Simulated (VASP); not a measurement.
# Be2Ga2C3 (P6/mmm) in VASP: a series of runs, part 2 of 2

VASP 6.6.1. Earlier steps stand in the parts before.

### Step 3. Relaxation of cell and atoms, PBE

This run uses another cell than the first one, of 12.20 Å³/atom, 0.959 times its volume.

INCAR

```
SYSTEM = Be2Ga2C3
PREC = Accurate
ENCUT = 600
EDIFF = 1E-7
ISMEAR = 0
SIGMA = 0.1
LREAL = .FALSE.
LASPH = .TRUE.
NELM = 100
ALGO = Normal
ISIF = 3
LWAVE = .FALSE.
LCHARG = .FALSE.
GGA = PE
IBRION = 2
NSW = 100
EDIFFG = -0.01
```

KPOINTS

```
Automatic mesh
0
G
  15 15 4
  0 0 0
```

POSCAR

```
Be2Ga2C3
1.0
    2.8598988128      0.0000000000      0.0000000000
   -1.4299494064      2.4767450242      0.0000000000
    0.0000000000      0.0000000000     12.0586681103
Be Ga C
2 2 3
Direct
    0.3333333333      0.6666666667      0.5000000000
    0.6666666667      0.3333333333      0.5000000000
    0.0000000000      0.0000000000      0.2660658137
    0.0000000000      0.0000000000      0.7339341863
    0.0000000000      0.0000000000      0.5000000000
    0.3333333333      0.6666666667      0.0000000000
    0.6666666667      0.3333333333      0.0000000000
```

Potentials or basis: VASP PAW PBE potentials, release 64 (Be, Ga_d, C).

The run is started by

```console
$ cat potpaw_PBE.64/Be/POTCAR potpaw_PBE.64/Ga_d/POTCAR potpaw_PBE.64/C/POTCAR > POTCAR
$ mpirun -np 1 vasp_std > vasp.out
```

OUTCAR:

```text
SYSTEM = Be2Ga2C3
   PREC = Accurate
   ENCUT = 600
   EDIFF = 1E-7
   ISMEAR = 0
   LREAL = .FALSE.
   LASPH = .TRUE.
   NELM = 100
   ISIF = 3
   GGA = PE
   IBRION = 2
   NSW = 100
   EDIFFG = -0.01

 ion  position               nearest neighbor table
   1  0.333  0.667  0.500-   5 1.65   2 1.65   2 1.65   5 1.65   5 1.65   2 1.65
   2  0.667  0.333  0.500-   1 1.65   5 1.65   1 1.65   5 1.65   5 1.65   1 1.65
   3  0.000  0.000  0.266-
   4  0.000  0.000  0.734-
   5  0.000  0.000  0.500-   1 1.65   2 1.65   2 1.65   1 1.65   2 1.65   1 1.65
   6  0.333  0.667  0.000-   7 1.65   7 1.65   7 1.65
   7  0.667  0.333  0.000-   6 1.65   6 1.65   6 1.65

  LATTYP: Found a hexagonal cell.
 ALAT       =     2.8598988128
 C/A-ratio  =     4.2164667003

  Lattice vectors:

 A1 = (   2.8598988128,   0.0000000000,   0.0000000000)
 A2 = (  -1.4299494064,   2.4767450242,   0.0000000000)
 A3 = (   0.0000000000,   0.0000000000,  12.0586681103)

Analysis of symmetry for initial positions (statically):
=====================================================================
 Subroutine PRICEL returns:
[... 184 lines left out ...]

------------------------ aborting loop because EDIFF is reached ----------------------------------------

  FORCE on cell =-STRESS in cart. coord.  units (eV):
  Direction    XX          YY          ZZ          XY          YZ          ZX
  --------------------------------------------------------------------------------------
  -------------------------------------------------------------------------------------
  Total       -0.0238635     -0.0238635      0.8024851      0.0000000      0.0000000      0.0000000
  in kB       -0.4476243     -0.4476243     15.0527646      0.0000000      0.0000000      0.0000000
  external PRESSURE =       4.7191720 kB  Pullay stress =       0.0000000 kB
[... 233 lines left out ...]
--------------------------------------- Ionic step        7  -------------------------------------------

 number of electron      42.0000005 magnetization

 Free energy of the ion-electron system (eV)
  ---------------------------------------------------
  ext. energy  EPLUGINS =         0.00000000
  ---------------------------------------------------
  free energy    TOTEN  =       -35.61520370 eV

  energy without entropy =      -35.61036231  energy(sigma->0) =      -35.61278300

 E-fermi :   4.8709     XC(G=0): -10.1182

 val. band max:        4.8508184243   @ k =   0.2000   0.0000   0.5000
 cond. band min:       4.8958970546   @ k =   0.0667   0.0667   0.5000
 fundamental gap:      0.0450786303
 Fermi energy:         4.8709238374

 k-point     1 :       0.0000    0.0000    0.0000
  band No.  band energies     occupation
      1     -12.1994      2.00000
      2     -10.5593      2.00000
      3     -10.2940      2.00000
      4     -10.2553      2.00000
      5     -10.1246      2.00000
      6     -10.1246      2.00000
[... 661 lines left out ...]
     24       6.2142      0.00000
     25       7.3630      0.00000

 [... further k-points ...]
[... 5 lines left out ...]
  --------------------------------------------------------------------------------------
  -------------------------------------------------------------------------------------
  Total       -0.0053897     -0.0053897     -0.0231446      0.0000000     -0.0000000     -0.0000000
  in kB       -0.0968718     -0.0968718     -0.4159866      0.0000000     -0.0000000     -0.0000000
  external PRESSURE =      -0.2032434 kB  Pullay stress =       0.0000000 kB
[... 22 lines left out ...]
  FREE ENERGIE OF THE ION-ELECTRON SYSTEM (eV)
  ---------------------------------------------------
  free  energy   TOTEN  =       -35.6152037011 eV

  energy  without entropy=      -35.6103623060  energy(sigma->0) =      -35.61278300

 reached required accuracy - stopping structural energy minimisation
```

OSZICAR:

```text
N       E                     dE             d eps       ncg     rms          rms(c)
DAV:   1     0.340351385740E+03    0.34035E+03   -0.22334E+04  4084   0.269E+03
DAV:   2     0.241627942379E+01   -0.33794E+03   -0.33103E+03  4570   0.550E+02
DAV:   3    -0.392451596187E+02   -0.41661E+02   -0.40845E+02  5000   0.159E+02
DAV:   4    -0.416583039242E+02   -0.24131E+01   -0.23610E+01  5884   0.351E+01
[... 71 lines left out ...]
DAV:   4    -0.356152054446E+02    0.12596E-03   -0.13326E-03  4582   0.310E-01    0.145E-02
DAV:   5    -0.356152048632E+02    0.58137E-06   -0.71386E-05  5439   0.684E-02    0.568E-03
DAV:   6    -0.356152038395E+02    0.10237E-05   -0.98596E-06  5071   0.326E-02    0.208E-03
DAV:   7    -0.356152037379E+02    0.10158E-06   -0.99034E-07  5231   0.957E-03    0.655E-04
DAV:   8    -0.356152037011E+02    0.36811E-07   -0.99886E-08  2905   0.373E-03
   7 F= -.35615204E+02 E0= -.35612783E+02  d E =-.270596E-03
```

CONTCAR:

```text
Be2Ga2C3
   1.00000000000000
     2.8527560105203182    0.0000000000000000    0.0000000000000000
    -1.4263780052601591    2.4705591759711205   -0.0000000000000000
     0.0000000000000000    0.0000000000000000   12.6479732621946503
  Be              Ga              C
     2     2     3
Direct
     0.3333333332999970    0.6666666667000030    0.5000000000000000
     0.6666666667000030    0.3333333332999970    0.5000000000000000
     0.0000000000000000    0.0000000000000000    0.2620238201468713
     0.0000000000000000    0.0000000000000000    0.7379761798531287
     0.0000000000000000    0.0000000000000000    0.5000000000000000
     0.3333333332999970    0.6666666667000030    0.0000000000000000
     0.6666666667000030    0.3333333332999970    0.0000000000000000

  0.00000000E+00  0.00000000E+00  0.00000000E+00
  0.00000000E+00  0.00000000E+00  0.00000000E+00
  0.00000000E+00  0.00000000E+00  0.00000000E+00
  0.00000000E+00  0.00000000E+00  0.00000000E+00
  0.00000000E+00  0.00000000E+00  0.00000000E+00
  0.00000000E+00  0.00000000E+00  0.00000000E+00
  0.00000000E+00  0.00000000E+00  0.00000000E+00
```

Wall time 13 min (1 thread of Intel Xeon Platinum 8488C (Sapphire Rapids), shared host); peak memory 0.37 GiB.

Results:

| Item | Value |
| --- | --- |
| Free energy | -35.6152 eV |
| Relaxed volume | 12.73 Å³/atom |
| Relaxed cell | a = 2.853 Å, b = 2.853 Å, c = 12.648 Å, α = 90.00°, β = 90.00°, γ = 120.00° |
| Space group after relaxing (to 0.05 Å) | P6/mmm (No. 191) |
| Energy gained by relaxing | 3.7 meV/atom |
| Ionic steps | 7 |
| Pressure after relaxing | 0.0 GPa |

Forces in eV/Å, atoms in the order of the input:
```
Be   0.000  0.000  0.000
Be   0.000  0.000  0.000
Ga   0.000  0.000  0.002
Ga   0.000  0.000 -0.002
C    0.000  0.000  0.000
C    0.000  0.000  0.000
C    0.000  0.000  0.000
```

Step by step:
| step | energy change (eV) | largest force (eV/Å) | pressure (GPa) | volume (Å³) |
| --- | --- | --- | --- | --- |
| 1 | 0.0000 | 0.1154 | 0.47 | 85.41 |
| 2 | -0.0054 | 0.1005 | 0.36 | 85.86 |
| 3 | -0.0177 | 0.0609 | 0.04 | 87.19 |
| 4 | -0.0254 | 0.0147 | -0.37 | 89.84 |
| 5 | -0.0259 | 0.0017 | -0.32 | 89.29 |
| 6 | -0.0233 | 0.0035 | 1.00 | 88.65 |
| 7 | -0.0262 | 0.0023 | -0.02 | 89.14 |

Final structure:
```
Be Ga C
1.0
     2.85276    0.00000    0.00000
    -1.42638    2.47056    0.00000
     0.00000    0.00000   12.64797
Be Ga C
2 2 3
Direct
  0.33333 0.66667 0.50000
  0.66667 0.33333 0.50000
  0.00000 0.00000 0.26202
  0.00000 0.00000 0.73798
  0.00000 0.00000 0.50000
  0.33333 0.66667 0.00000
  0.66667 0.33333 0.00000
```

Levels at points of the mesh, in eV from the Fermi level:
```csv
k point,band 19,band 20,band 21,band 22,band 23,band 24
"(0.00, 0.00, 0.00)",-3.17,-3.17,-1.62,0.43,1.85,1.85
"(0.00, 0.00, 0.50)",-3.17,-3.17,-0.97,-0.30,1.85,1.85
```

Caveat: the bands computed are all filled at some k points, so no gap is given.

### Step 4. Single point, PBE

This run uses another cell than the first one, of 11.53 Å³/atom, 0.906 times its volume.

INCAR

```
PREC     = Accurate       # precision mode
ENCUT    = 520            # plane-wave cutoff, eV
EDIFF    = 1E-7           # SCF threshold, eV
ISMEAR   = 0              # smearing method
SIGMA    = 0.1            # smearing width, eV
LREAL    = False          # projectors in reciprocal space
LASPH    = True           # aspherical terms in the spheres
NELM     = 100            # most SCF steps
ALGO     = Normal         # electronic algorithm
ISIF     = 2              # what is computed and relaxed
LWAVE    = False          # write WAVECAR
LCHARG   = False          # write CHGCAR
GGA      = PE             # functional
NBANDS   = 30             # bands
```

KPOINTS

```
Automatic mesh
0
Gamma
  6 6 4
```

POSCAR

```
Be2Ga2C3
1.0
    2.8738169215      0.0000000000      0.0000000000
   -1.4369084608      2.4887984599      0.0000000000
    0.0000000000      0.0000000000     11.2799921010
Be Ga C
2 2 3
Direct
    0.3333333333      0.6666666667      0.5000000000
    0.6666666667      0.3333333333      0.5000000000
    0.0000000000      0.0000000000      0.2526419473
    0.0000000000      0.0000000000      0.7473580527
    0.0000000000      0.0000000000      0.5000000000
    0.3333333333      0.6666666667      0.0000000000
    0.6666666667      0.3333333333      0.0000000000
```

The run is started by

```console
$ cat potpaw_PBE.64/Be/POTCAR potpaw_PBE.64/Ga_d/POTCAR potpaw_PBE.64/C/POTCAR > POTCAR
$ mpirun -np 1 vasp_std > vasp.out
```

Run time: 60 s. Hardware: 1 thread of Intel Xeon Platinum 8488C (Sapphire Rapids), shared host; peak memory 0.22 GiB.

Results (log left out):

- Free energy: -35.4658 eV
- Pressure: 0.3 GPa
- Band gap on the k mesh: zero (band 21 reaches 7.73 eV, above the bottom of band 22 at 3.71 eV)

Forces on the atoms (eV/Å):
```
Be   0.000  0.000  0.000
Be   0.000  0.000  0.000
Ga   0.000  0.000  0.003
Ga   0.000  0.000 -0.003
C    0.000  0.000  0.000
C    0.000  0.000  0.000
C    0.000  0.000  0.000
```

Stress tensor (GPa, compression positive):
```
0.42 0.00 0.00
0.00 0.42 0.00
0.00 0.00 0.21
```

Levels at points of the mesh, in eV from the Fermi level:
| k point | band 18 | band 19 | band 20 | band 21 | band 22 | band 23 | band 24 | band 25 |
| --- | --- | --- | --- | --- | --- | --- | --- | --- |
| (0.00, 0.00, 0.00) | -3.77 | -3.09 | -3.09 | -0.90 | 1.90 | 1.90 | 2.24 | 2.98 |
| (0.50, 0.00, 0.00) | -3.74 | -2.98 | -2.28 | -2.06 | -1.97 | 0.75 | 1.25 | 2.39 |
| (0.00, 0.00, 0.50) | -3.77 | -3.09 | -3.09 | 0.37 | 0.95 | 1.90 | 1.90 | 2.98 |
| (0.50, 0.00, 0.50) | -3.54 | -3.27 | -3.00 | -1.44 | -1.34 | 0.21 | 0.93 | 2.46 |

Caveat: the k points lie up to 0.42 Å⁻¹ apart.

### Step 5. Relaxation of cell and atoms, PBE

This run uses another cell than the first one, of 15.66 Å³/atom, 1.231 times its volume.

INCAR

```
SYSTEM = Be2Ga2C3
  ALGO = Normal
  EDIFF = 1E-6
  EDIFFG = -0.04
  ENCUT = 600
  GGA = PE
  IBRION = 2
  ISIF = 3
  ISMEAR = 0
  LASPH = .TRUE.
  LCHARG = .FALSE.
  LREAL = .FALSE.
  LWAVE = .FALSE.
  NELM = 100
  NSW = 90
  PREC = Accurate
  SIGMA = 0.1
```

KPOINTS

```
k-points
0
G
  6 6 4
  0 0 0
```

POSCAR

```
Be2Ga2C3
1.0
    4.3449390600      0.0000000000      0.0000000000
   -2.1724695300      3.7628276100      0.0000000000
    0.0000000000      0.0000000000      6.7050349000
Be Ga C
2 2 3
Direct
    0.3333333300      0.6666666700      0.5000000000
    0.6666666700      0.3333333300      0.5000000000
    0.0000000000      0.0000000000      0.1671258900
    0.0000000000      0.0000000000      0.8328741100
    0.0000000000      0.0000000000      0.5000000000
    0.3333333300      0.6666666700      0.0000000000
    0.6666666700      0.3333333300      0.0000000000
```

The run is started by

```console
$ cat potpaw_PBE.64/Be/POTCAR potpaw_PBE.64/Ga_d/POTCAR potpaw_PBE.64/C/POTCAR > POTCAR
$ mpirun -np 1 vasp_std > vasp.out
```

Wall time 22 min (1 thread of Intel Xeon Platinum 8488C (Sapphire Rapids), shared host); peak memory 0.32 GiB.

It converged, with:

```yaml
Free_energy: -35.1013 eV
Relaxed_volume: 10.84 Å³/atom
Relaxed_cell: a = 2.879 Å, b = 2.879 Å, c = 10.567 Å, α = 90.00°, β = 90.00°, γ = 120.00°
Space_group_after_relaxing_to_0.05_Å: P6/mmm (No. 191)
Energy_gained_by_relaxing: 1420.3 meV/atom
Ionic_steps: 31
Pressure_after_relaxing: 0.0 GPa
Largest_force_after_relaxing: 0.007 eV/Å
```

Forces in eV/Å, atoms in the order of the input:
```
Be   0.000  0.000  0.000
Be   0.000  0.000  0.000
Ga   0.000  0.000  0.007
Ga   0.000  0.000 -0.007
C    0.000  0.000  0.000
C    0.000  0.000  0.000
C    0.000  0.000  0.000
```

Stress tensor (GPa, compression positive):
```
-0.10  0.00  0.00
 0.00 -0.10  0.00
 0.00  0.00  0.28
```

The path:
```tsv
step	energy change (eV)	largest force (eV/Å)	pressure (GPa)	volume (Å³)
1	0.0000	2.7112	-15.95	109.62
2	-2.9850	0.1947	-10.82	86.53
3	-3.6741	1.4500	-1.66	75.74
4	-3.7086	1.8475	1.05	73.54
5	-4.3997	0.1532	7.29	69.09
6	-4.4544	1.8939	22.22	64.44
7	-4.5717	1.0690	13.79	66.48
8	-5.3727	1.4484	8.09	70.46
9	-7.3848	1.2283	-0.96	80.65
10	-7.4598	0.4352	-13.58	93.76
11	-8.3685	0.9486	-6.58	85.64
12	-8.5932	1.1579	-9.64	88.08
13	-8.3686	0.7517	-2.54	85.50
14	-8.7750	0.8993	-7.46	87.13
15	-8.7791	0.8862	-8.09	87.31
16	-9.0446	1.1542	-0.34	80.93
17	-9.0662	1.2799	3.06	78.65
18	-9.2537	1.1543	2.15	77.74
19	-9.5634	0.9888	0.21	74.83
20	-9.5653	0.7803	-0.41	73.71
21	-9.7021	0.4975	1.10	72.83
22	-9.7606	0.0670	2.89	72.01
23	-9.8645	0.0854	2.29	73.20
24	-9.9337	0.1367	1.13	75.47
25	-9.9347	0.1319	1.33	75.27
26	-9.9384	0.1180	-0.42	76.14
27	-9.9385	0.1204	-0.20	76.02
28	-9.9396	0.1006	-0.11	75.99
29	-9.9416	0.0490	-0.04	75.91
30	-9.9410	0.0611	0.18	75.76
31	-9.9422	0.0067	0.03	75.85
```

Final structure:
```cif
data_structure
_symmetry_space_group_name_H-M 'P 1'
_symmetry_Int_Tables_number 1
_cell_length_a 2.8790
_cell_length_b 2.8790
_cell_length_c 10.5667
_cell_angle_alpha 90.000
_cell_angle_beta 90.000
_cell_angle_gamma 120.000
_cell_volume 75.85
loop_
_atom_site_label
_atom_site_type_symbol
_atom_site_fract_x
_atom_site_fract_y
_atom_site_fract_z
_atom_site_occupancy
Be1 Be 0.33333 0.66667 0.50000 1
Be2 Be 0.66667 0.33333 0.50000 1
Ga1 Ga 0.00000 0.00000 0.24990 1
Ga2 Ga 0.00000 0.00000 0.75010 1
C1 C 0.00000 0.00000 0.50000 1
C2 C 0.33333 0.66667 0.00000 1
C3 C 0.66667 0.33333 0.00000 1
```

Levels at points of the mesh, in eV from the Fermi level:
| k point | band 17 | band 18 | band 19 | band 20 | band 21 | band 22 | band 23 | band 24 |
| --- | --- | --- | --- | --- | --- | --- | --- | --- |
| (0.00, 0.00, 0.00) | -4.09 | -4.09 | -3.42 | -3.42 | -0.53 | 1.58 | 1.58 | 2.56 |
| (0.50, 0.00, 0.00) | -5.12 | -4.30 | -3.04 | -2.33 | -2.27 | -2.23 | 0.95 | 1.58 |
| (0.00, 0.00, 0.50) | -4.09 | -4.09 | -3.42 | -3.42 | 1.15 | 1.58 | 1.58 | 1.74 |
| (0.50, 0.00, 0.50) | -5.04 | -4.04 | -3.55 | -3.34 | -1.33 | -1.11 | 0.09 | 1.01 |

Caveat: the volume moved by over 15 % at a fixed basis, so the end points are rough; the bands computed are all filled at some k points, so no gap is given.

### Step 6. Summary

```csv
task,cell,k mesh,cutoff (eV),gap on the mesh (eV),pressure (GPa),relaxed volume (Å³/atom)
single point,"a = 2.852, b = 2.852, c = 12.644 Å, angles 90.0, 90.0, 120.0°, 7 atoms",15 × 15 × 4,520,none,0.2,-
relaxation of cell and atoms,"relaxed from a = 2.860, b = 2.860, c = 12.059 Å, angles 90.0, 90.0, 120.0°, 7 atoms",15 × 15 × 4,600,-,0.0,12.73
single point,"a = 2.874, b = 2.874, c = 11.280 Å, angles 90.0, 90.0, 120.0°, 7 atoms",6 × 6 × 4,520,none,0.3,-
relaxation of cell and atoms,"relaxed from a = 4.345, b = 4.345, c = 6.705 Å, angles 90.0, 90.0, 120.0°, 7 atoms",6 × 6 × 4,600,-,0.0,10.84
```

Alike in all rows: level PBE; potentials or basis VASP PAW PBE potentials, release 64 (Be, Ga_d, C); no spin polarisation; smearing gaussian 0.1 eV.

Caveats: some runs use coarse meshes; the bands computed are all filled at some k points, so no gap is given (some runs); the volume moved by over 15 % at a fixed basis, so the end points are rough (some runs).

Absolute energies hang on the potentials; compare differences alone.
